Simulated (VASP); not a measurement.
GaSb, 2 atoms in the cell. Symmetry: F-43m, No. 216, cubic system. Conventional cell: a = 6.215 Å, b = 6.215 Å, c = 6.215 Å, α = 90.00°, β = 90.00°, γ = 90.00°. Sb (site symmetry -43m) has 4 Ga at 2.69 Å within 3.5 Å. Ga (site symmetry -43m) has 4 Sb at 2.69 Å within 3.5 Å. 

| Quantity | Value |
| --- | --- |
| Program | VASP 6.6.1 |
| Task | single point |
| Functional | PBE |
| Potentials or basis | VASP PAW PBE potentials, release 64 (Sb, Ga_d) |
| Cutoff | 520 eV |
| k mesh | 8 × 8 × 8 |
| Occupations | fermi-dirac, width 0.05 eV |
| Spin | no spin polarisation |
| Dipole correction | no |
| Further INCAR settings | ALGO = Normal; EDIFF = 1e-06; NBANDS = 16 |

Potentials or basis: VASP PAW PBE potentials, release 64 (Sb, Ga_d).

Command:

```console
$ cat potpaw_PBE.64/Sb/POTCAR potpaw_PBE.64/Ga_d/POTCAR > POTCAR
$ mpirun -np 1 vasp_std > vasp.out
```

Hardware: 1 thread of Intel(R) Xeon(R) Platinum 8488C (Sapphire Rapids), on a shared host.

Question: How long does it take, and how much memory?

Answer: It took 21 s on 1 thread of Intel(R) Xeon(R) Platinum 8488C (Sapphire Rapids) (shared host), peak memory 0.21 GiB. Counts: scf iterations 13, k points 29.
